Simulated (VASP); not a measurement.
# ZrC: electric field gradients with r2SCAN

The system is ZrC.

```
Zr C
1.0
     0.00000    2.36500    2.36500
     2.36500    0.00000    2.36500
     2.36500    2.36500    0.00000
Zr C
1 1
Direct
  0.48500 0.48500 0.51500
  0.01500 0.01500 0.98500
```

- Program: VASP 6.6.1
- Task: electric field gradients
- Functional: r2SCAN
- Potentials or basis: VASP PAW PBE potentials, release 64 (Zr_sv, C)
- Cutoff: 520 eV
- k mesh: 11 × 11 × 11
- Occupations: fermi-dirac, width 0.05 eV
- Spin: no spin polarisation
- Dipole correction: no
- Further INCAR settings: ALGO = Normal; EDIFF = 1e-08; NBANDS = 15

The pressure is -0.9 GPa and the largest force is 0.863 eV/Å. The band gap on the k mesh is zero (bands 8 and 9 overlap by 0.90 eV). The largest electric field gradient by atom is Zr -15.6; C -3.3 V/Å².

Forces on the atoms (eV/Å):
```
Zr   0.000  0.000  0.863
C    0.000  0.000 -0.863
```

Stress tensor (GPa, compression positive):
```
-2.62  0.00  0.00
 0.00 -2.62  0.00
 0.00  0.00  2.42
```

Levels at points of the mesh, in eV from the Fermi level:
```csv
k point,band 5,band 6,band 7,band 8,band 9,band 10,band 11,band 12
"(0.00, 0.00, 0.00)",-12.09,0.11,0.11,0.30,1.16,1.89,1.89,2.77
```

Electric field gradients, principal values (V/Å²):
| atom | least | middle | greatest (by size) |
| --- | --- | --- | --- |
| 1 Zr | 7.817 | 7.817 | -15.635 |
| 2 C | 1.639 | 1.639 | -3.279 |

It took 5.6 min on 1 thread of Intel(R) Xeon(R) Platinum 8375C CPU @ 2.90GHz (Ice Lake), on a shared host, peak memory 0.2 GiB.

Caveat: the stress differs along the axes, from -3 to 2 GPa; without QUAD_EFG the Cq values of the log hold for a quadrupole moment of 1 mb, not for the nuclei; the PAW data sets were made with another functional, which shifts forces and pressure a little.
